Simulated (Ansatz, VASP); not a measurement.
# HfB: VASP beside Ansatz

```
Hf B
1.0
     0.00000    2.41881    2.41881
     2.41881    0.00000    2.41881
     2.41881    2.41881    0.00000
Hf B
1 1
Direct
  0.50000 0.50000 0.50000
  0.00000 0.00000 0.00000
```

Alike in both runs: task single point; functional PBE; k mesh 8 × 8 × 8; occupations gaussian, width 0.05 eV; no spin polarisation.

|  | VASP | Ansatz |
| --- | --- | --- |
| version | VASP 6.6.1 | Ansatz 0.2.0 |
| potentials or method | VASP PAW PBE potentials, release 64 (Hf_pv, B), cutoff 500 eV | scalar-relativistic, plane waves, PAW |
| valence electrons in the cell | 13 | 29 |

Ansatz gave:

- gap on the k mesh at the Fermi level (eV): none
- pressure (GPa): -0.4

**Question.** Which values does VASP return?

**Answer.** gap on the k mesh at the Fermi level (eV): none; pressure (GPa): -0.3.

A gap of «none» marks a metal or a gap that the smearing closes. VASP's potentials hold 13 valence electrons a cell and Ansatz's 29, so a difference there can come from the potentials and not from the codes.

Spin-orbit coupling is off throughout.
